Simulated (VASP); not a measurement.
# CdI2 (P-3m1) in VASP: settings compared

CdI2 is run at these levels: PBE, r2SCAN; tasks: electric field gradients.

Everything below comes from runs of VASP 6.6.1. Logs are shortened: lines on timing, memory, paths and dates and some standing lists are left out, and cuts for length are marked.

## Step 1: The cell of the first run

Symmetry: P-3m1, No. 164, trigonal system. The conventional cell has a = 4.289 Å, b = 4.289 Å, c = 36.373 Å, α = 90.00°, β = 90.00°, γ = 120.00°. Within 4.0 Å of Cd (site symmetry 3m) lie 6 I at 3.02 Å. Cd (site symmetry 3m) has 6 I at 3.01 to 3.02 Å within 4.0 Å. Cd (site symmetry -3m) has 6 I at 3.02 Å within 4.0 Å. I (site symmetry 3m) has 3 Cd at 3.02 Å within 4.0 Å. Within 4.0 Å of I (site symmetry 3m) lie 3 Cd at 3.02 Å. I (site symmetry 3m) has 3 Cd at 3.01 Å within 4.0 Å. Within 4.0 Å of I (site symmetry 3m) lie 3 Cd at 3.02 Å. Within 4.0 Å of I (site symmetry 3m) lie 3 Cd at 3.02 Å.

## Step 2: Electric field gradients, PBE

INCAR

```
SYSTEM = CdI2
PREC = Accurate
ENCUT = 400
EDIFF = 1E-8
ISMEAR = -1
SIGMA = 0.02
LREAL = .False.
LASPH = .True.
NELM = 120
ALGO = Normal
ISIF = 2
LWAVE = .False.
LCHARG = .False.
GGA = PE
LEFG = .True.
NBANDS = 78
GGA_COMPAT = .False.
```

KPOINTS

```
regular mesh
0
Gamma
  8 8 1
  0 0 0
```

POSCAR

```
CdI2
1.0
    4.2893500964      0.0000000000      0.0000000000
   -2.1446750482      3.7146861492      0.0000000000
    0.0000000000      0.0000000000     36.3727908300
Cd I
5 10
Direct
    0.6666666667      0.3333333333      0.8001474000
    0.0000000000      0.0000000000      0.4000643900
    0.3333333333      0.6666666667      0.1998526000
    0.0000000000      0.0000000000      0.5999356100
    0.0000000000      0.0000000000      0.0000000000
    0.6666666667      0.3333333333      0.9526825100
    0.3333333333      0.6666666667      0.0473174900
    0.6666666667      0.3333333333      0.1525591000
    0.3333333333      0.6666666667      0.4473104500
    0.3333333333      0.6666666667      0.8474409000
    0.6666666667      0.3333333333      0.3526811300
    0.0000000000      0.0000000000      0.7527997600
    0.3333333333      0.6666666667      0.6473188700
    0.6666666667      0.3333333333      0.5526895500
    0.0000000000      0.0000000000      0.2472002400
```

Potentials or basis: VASP PAW PBE potentials, release 64 (Cd, I).

Launch:

```sh
> cat potpaw_PBE.64/Cd/POTCAR potpaw_PBE.64/I/POTCAR > POTCAR
> mpirun -np 1 vasp_std > vasp.out
```

OUTCAR:

```text
SYSTEM = CdI2
   PREC = Accurate
   ENCUT = 400
   EDIFF = 1E-8
   ISMEAR = -1
   LREAL = .False.
   LASPH = .True.
   NELM = 120
   ISIF = 2
   GGA = PE

 ion  position               nearest neighbor table
   1  0.667  0.333  0.800-  10 3.02  10 3.02  10 3.02  12 3.02  12 3.02  12 3.02
   2  0.000  0.000  0.400-   9 3.01   9 3.01   9 3.01  11 3.02  11 3.02  11 3.02
   3  0.333  0.667  0.200-   8 3.02   8 3.02   8 3.02  15 3.02  15 3.02  15 3.02
   4  0.000  0.000  0.600-  14 3.01  14 3.01  14 3.01  13 3.02  13 3.02  13 3.02
   5  0.000  0.000  0.000-   6 3.02   7 3.02   7 3.02   6 3.02   6 3.02   7 3.02
   6  0.667  0.333  0.953-   5 3.02   5 3.02   5 3.02
   7  0.333  0.667  0.047-   5 3.02   5 3.02   5 3.02
   8  0.667  0.333  0.153-   3 3.02   3 3.02   3 3.02
   9  0.333  0.667  0.447-   2 3.01   2 3.01   2 3.01
  10  0.333  0.667  0.847-   1 3.02   1 3.02   1 3.02
  11  0.667  0.333  0.353-   2 3.02   2 3.02   2 3.02
  12  0.000  0.000  0.753-   1 3.02   1 3.02   1 3.02
  13  0.333  0.667  0.647-   4 3.02   4 3.02   4 3.02
  14  0.667  0.333  0.553-   4 3.01   4 3.01   4 3.01
  15  0.000  0.000  0.247-   3 3.02   3 3.02   3 3.02

  LATTYP: Found a hexagonal cell.
 ALAT       =     4.2893500964
 C/A-ratio  =     8.4797906472

  Lattice vectors:

 A1 = (   4.2893500964,   0.0000000000,   0.0000000000)
 A2 = (  -2.1446750482,   3.7146861492,   0.0000000000)
 A3 = (   0.0000000000,   0.0000000000,  36.3727908300)

Analysis of symmetry for initial positions (statically):
=====================================================================
 Subroutine PRICEL returns:
 Original cell was already a primitive cell.

 Routine SETGRP: Setting up the symmetry group for a
 hexagonal supercell.

 Subroutine GETGRP returns: Found 12 space group operations
 (whereof 12 operations were pure point group operations)
 out of a pool of 24 trial point group operations.

The static configuration has the point symmetry D_3d.

Analysis of symmetry for dynamics (positions and initial velocities):
=====================================================================
 Subroutine PRICEL returns:
 Original cell was already a primitive cell.

 Routine SETGRP: Setting up the symmetry group for a
 hexagonal supercell.

 Subroutine GETGRP returns: Found 12 space group operations
[... 993 lines left out ...]
     -0.00000      2.47646      7.26920         0.000000     -0.000000      0.006020
      0.00000      0.00000     21.82133         0.000000     -0.000000      0.014832
      0.00000      0.00000      0.00000         0.000000      0.000000      0.000000
      2.14468      1.23823     34.65172         0.000000      0.000000     -0.060639
     -0.00000      2.47646      1.72107         0.000000     -0.000000      0.060639
      2.14468      1.23823      5.54900         0.000000      0.000000     -0.062140
     -0.00000      2.47646     16.26993         0.000000      0.000000      0.068267
     -0.00000      2.47646     30.82379        -0.000000      0.000000      0.062140
      2.14468      1.23823     12.82800         0.000000      0.000000     -0.054058
      0.00000      0.00000     27.38143         0.000000      0.000000     -0.057686
     -0.00000      2.47646     23.54479        -0.000000      0.000000      0.054058
      2.14468      1.23823     20.10286        -0.000000      0.000000     -0.068267
      0.00000      0.00000      8.99136        -0.000000      0.000000      0.057686
 -----------------------------------------------------------------------------------
    total drift:                               -0.000000      0.000000      0.000000

  FREE ENERGIE OF THE ION-ELECTRON SYSTEM (eV)
  ---------------------------------------------------
  free  energy   TOTEN  =       -27.6746656392 eV

  energy  without entropy=      -27.6746656392  energy(sigma->0) =      -27.67466564

 Electric field gradients (V/A^2)
---------------------------------------------------------------------
 ion       V_xx      V_yy      V_zz      V_xy      V_xz      V_yz
---------------------------------------------------------------------
   1      -1.058    -1.055     2.112     0.003     0.000    -0.000
   2      -1.079    -1.078     2.157     0.001     0.000    -0.000
   3      -1.058    -1.055     2.112     0.003     0.000    -0.000
   4      -1.079    -1.078     2.157     0.001     0.000    -0.000
   5      -1.031    -1.030     2.061     0.001     0.000    -0.000
   6      29.106    29.106   -58.212     0.000    -0.000     0.000
   7      29.106    29.106   -58.212     0.000    -0.000     0.000
   8      29.991    29.991   -59.982     0.000    -0.000     0.000
   9      29.995    29.995   -59.990     0.000    -0.000     0.000
  10      29.991    29.991   -59.982     0.000    -0.000     0.000
  11      29.554    29.554   -59.108     0.000    -0.000     0.000
  12      29.225    29.225   -58.450    -0.001     0.000    -0.000
  13      29.554    29.554   -59.108     0.000    -0.000     0.000
  14      29.995    29.995   -59.990     0.000    -0.000     0.000
  15      29.225    29.225   -58.450    -0.001     0.000    -0.000
---------------------------------------------------------------------

 Electric field gradients after diagonalization (V/A^2)
 (convention: |V_zz| > |V_xx| > |V_yy|)
----------------------------------------------------------------------
 ion       V_xx      V_yy      V_zz     asymmetry (V_yy - V_xx)/ V_zz
----------------------------------------------------------------------
   1      -1.059    -1.053     2.112       0.003
   2      -1.079    -1.077     2.157       0.001
   3      -1.059    -1.053     2.112       0.003
   4      -1.079    -1.077     2.157       0.001
   5      -1.031    -1.030     2.061       0.001
   6      29.106    29.106   -58.212       0.000
   7      29.106    29.106   -58.212       0.000
   8      29.991    29.991   -59.982       0.000
   9      29.995    29.995   -59.990       0.000
  10      29.991    29.991   -59.982       0.000
  11      29.554    29.554   -59.108       0.000
  12      29.226    29.224   -58.450       0.000
  13      29.554    29.554   -59.108       0.000
  14      29.995    29.995   -59.990       0.000
  15      29.226    29.224   -58.450       0.000
----------------------------------------------------------------------

           NMR quadrupolar parameters

 Cq : quadrupolar parameter    Cq=e*Q*V_zz/h
 eta: asymmetry parameters     (V_yy - V_xx)/ V_zz
 Q  : nuclear electric quadrupole moment in mb (millibarn)
----------------------------------------------------------------------
 ion       Cq(MHz)       eta       Q (mb)
----------------------------------------------------------------------
   1       0.005       0.003       1.000
   2       0.005       0.001       1.000
   3       0.005       0.003       1.000
   4       0.005       0.001       1.000
   5       0.005       0.001       1.000
   6      -0.141       0.000       1.000
   7      -0.141       0.000       1.000
   8      -0.145       0.000       1.000
   9      -0.145       0.000       1.000
  10      -0.145       0.000       1.000
  11      -0.143       0.000       1.000
  12      -0.141       0.000       1.000
  13      -0.143       0.000       1.000
  14      -0.145       0.000       1.000
  15      -0.141       0.000       1.000
----------------------------------------------------------------------
```

stdout:

```text
POSCAR found type information on POSCAR CdI
 POSCAR found :  2 types and      15 ions
 scaLAPACK will be used
 LDA part: xc-table for (Slater+PW92), standard interpolation
 POSCAR, INCAR and KPOINTS ok, starting setup
 FFT: planning ... GRIDC
 FFT: planning ... GRID_SOFT
 FFT: planning ... GRID
 WAVECAR not read
 entering main loop
ion   1

ion   2

ion   3

ion   4

ion   5

ion   6

ion   7

ion   8

ion   9

ion  10

ion  11

ion  12

ion  13

ion  14

ion  15
```

Wall time 12 min (1 thread of Intel Xeon Platinum 8259CL at 2.50GHz (Skylake/Cascade Lake), shared host); peak memory 0.54 GiB.

What came out:

```
Free energy            : -27.6747 eV
Pressure               : 0.5 GPa
Largest force          : 0.068 eV/Å
Band gap on the k mesh : 2.35 eV, indirect (least direct gap 2.47 eV)
```

Forces on the atoms (eV/Å):
```
Cd   0.000  0.000 -0.006
Cd   0.000  0.000 -0.015
Cd   0.000  0.000  0.006
Cd   0.000  0.000  0.015
Cd   0.000  0.000  0.000
I    0.000  0.000 -0.061
I    0.000  0.000  0.061
I    0.000  0.000 -0.062
I    0.000  0.000  0.068
I    0.000  0.000  0.062
I    0.000  0.000 -0.054
I    0.000  0.000 -0.058
I    0.000  0.000  0.054
I    0.000  0.000 -0.068
I    0.000  0.000  0.058
```

Levels at points of the mesh, in eV from the valence-band top:
```
           k point  band 61  band 62  band 63  band 64  band 65  band 66  band 67  band 68  band 69  band 70
(0.00, 0.00, 0.00)    -0.06    -0.03    -0.03    -0.02    -0.02     2.45     2.78     2.78     3.26     3.26
(0.50, 0.00, 0.00)    -0.30    -0.30    -0.21    -0.21    -0.15     2.35     2.36     2.47     2.49     2.57
```

Electric field gradients, principal values (V/Å²):
| atom | least | middle | greatest (by size) |
| --- | --- | --- | --- |
| 1 Cd | -1.053 | -1.059 | 2.112 |
| 2 Cd | -1.077 | -1.079 | 2.157 |
| 3 Cd | -1.053 | -1.059 | 2.112 |
| 4 Cd | -1.077 | -1.079 | 2.157 |
| 5 Cd | -1.030 | -1.031 | 2.061 |
| 6 I | 29.106 | 29.106 | -58.212 |
| 7 I | 29.106 | 29.106 | -58.212 |
| 8 I | 29.991 | 29.991 | -59.982 |
| 9 I | 29.995 | 29.995 | -59.990 |
| 10 I | 29.991 | 29.991 | -59.982 |
| 11 I | 29.554 | 29.554 | -59.108 |
| 12 I | 29.224 | 29.226 | -58.450 |
| 13 I | 29.554 | 29.554 | -59.108 |
| 14 I | 29.995 | 29.995 | -59.990 |
| 15 I | 29.224 | 29.226 | -58.450 |

Caveat: without QUAD_EFG the Cq values of the log hold for a quadrupole moment of 1 mb, not for the nuclei; spin-orbit coupling is left out, which moves the levels of the heavy elements; this functional lacks dispersion, which binds the layers, so the pressure and a relaxed spacing across them are unreliable. A k mesh can miss the band edges.

(Part 1 of 2 ends here.)
